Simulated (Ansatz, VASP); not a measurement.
# One calculation of PbSe, two programs

```xyz
2
Lattice="-0.1687 3.3201 3.0671 3.3201 -0.1687 3.0671 3.1514 3.1514 0.0000" Properties=species:S:1:pos:R:3 pbc="T T T"
Pb    0.0000    0.0000    0.0000
Se    3.1514    3.1514    3.0671
```

Change from the starting cell: engineering shear strain xy -0.1100, equal normal strain along x and y +0.0825.

Alike in both runs: task single point; functional PBE; dispersion D3(BJ); k mesh 10 × 10 × 10; occupations gaussian, width 0.03 eV; no spin polarisation.

```csv
,VASP,Ansatz
version,VASP 6.6.1,Ansatz 0.2.0
potentials or method,"VASP PAW PBE potentials, release 64 (Pb_d, Se), cutoff 520 eV","scalar-relativistic, plane waves, PAW"
valence electrons in the cell,20,30
```

|  | VASP | Ansatz | Ansatz less VASP |
| --- | --- | --- | --- |
| gap on the k mesh at the Fermi level (eV) | 0.24 | 0.24 | -0.003 |
| least direct gap on the mesh (eV) | 0.36 | 0.36 | -0.002 |
| pressure (GPa) | -4.9 | -4.9 | +0.02 |
| traceless stress, the component that is largest in VASP (GPa) | 3.40 | 3.39 | -0.012 |

VASP's potentials hold 20 valence electrons a cell and Ansatz's 30, so a difference there can come from the potentials and not from the codes.

Spin-orbit coupling is off throughout.
